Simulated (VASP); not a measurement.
Here is a VASP 6.6.1 calculation.

INCAR

```
SYSTEM = TiCo
ALGO = Normal
EDIFF = 1E-8
ENCUT = 600
IBRION = 6
ISIF = 3
ISMEAR = -1
ISPIN = 2
LASPH = .TRUE.
LCHARG = .TRUE.
LMAXMIX = 4
LORBIT = 11
LREAL = .FALSE.
LWAVE = .FALSE.
MAGMOM = 2 1
NBANDS = 22
NELM = 150
NFREE = 2
NSW = 1
POTIM = 0.015
PREC = Accurate
SIGMA = 0.05
```

KPOINTS

```
k-points
0
G
  7 7 7
  0 0 0
```

Contents of POSCAR:

```
TiCo
1.0
    2.9861109900      0.0000000000      0.0000000000
    0.0000000000      2.9861109900      0.0000000000
    0.0000000000      0.0000000000      2.9861109900
Co Ti
1 1
Direct
    0.5000000000      0.5000000000      0.5000000000
    0.0000000000      0.0000000000      0.0000000000
```

Potentials or basis: VASP PAW LDA potentials, release 64 (Co, Ti_sv).

The run is started by

```console
$ cat potpaw_LDA.64/Co/POTCAR potpaw_LDA.64/Ti_sv/POTCAR > POTCAR
$ mpirun -np 1 vasp_std > vasp.out
```

(1) Predict the elastic constants C11, C12, C44.

(2) Predict the Voigt bulk modulus.

(3) Predict the net moment.

(4) Estimate the highest phonon frequency at Γ.

## Answers

(1) 230, 116, 45 GPa.

(2) 154 GPa.

(3) 0.63 μB per cell.

(4) 193 cm⁻¹.

Caveat: the cell is under stress, which shifts elastic constants.
